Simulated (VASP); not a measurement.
# Co: single point with PBEsol

Co:

```
CELL_PARAMETERS angstrom
2.45375 0.00000 0.00000
-1.22687 2.12501 0.00000
0.00000 0.00000 4.00837
ATOMIC_POSITIONS crystal
Co 0.33333 0.66667 0.74014
Co 0.66667 0.33333 0.25986
```

```
Program             : VASP 6.6.1
Task                : single point
Functional          : PBEsol
Potentials or basis : VASP PAW PBE potentials, release 64 (Co)
Cutoff              : 520 eV
k mesh              : 12 × 12 × 7
Occupations         : fermi-dirac, width 0.05 eV
Spin                : collinear spin, ferromagnetic start
Starting moments    : [2.0, 2.0] μB
```

- Pressure: -1.7 GPa
- Largest force: 0.573 eV/Å
- Net moment: 3.16 μB per cell
- Site moments: Co +1.58 μB
- Valence electrons inside the program's atomic spheres: Co 8.35

Forces in eV/Å, atoms in the order of the input:
```
Co   0.000  0.000  0.573
Co   0.000  0.000 -0.573
```

Stress tensor (GPa, compression positive):
```
-0.63  0.00  0.00
 0.00 -0.63  0.00
 0.00  0.00 -3.70
```

Levels at points of the mesh, in eV from the Fermi level:
Spin up:
```
           k point  band 7  band 8  band 9  band 10  band 11  band 12  band 13  band 14  band 15  band 16
(0.00, 0.00, 0.00)   -2.34   -1.88   -1.88    -0.75    -0.75    -0.26     6.47    22.34    25.38    25.38
(0.50, 0.00, 0.00)   -2.23   -0.59   -0.56    -0.41     1.41     3.52     9.71    10.74    12.89    14.41
```
Spin down:
```
           k point  band 3  band 4  band 5  band 6  band 7  band 8  band 9  band 10  band 11  band 12
(0.00, 0.00, 0.00)   -1.17   -1.06   -1.06   -0.73   -0.73   -0.20   -0.15    -0.15     1.08     1.08
(0.50, 0.00, 0.00)   -3.46   -1.88   -1.20   -1.14   -0.71    1.23    1.33     1.40     2.64     4.49
```

Wall time 86 s on 1 thread of Intel(R) Xeon(R) Platinum 8488C (Sapphire Rapids), with other jobs on the host, peak memory 0.18 GiB.

Caveat: the PAW data sets were made with another functional, which shifts forces and pressure a little.
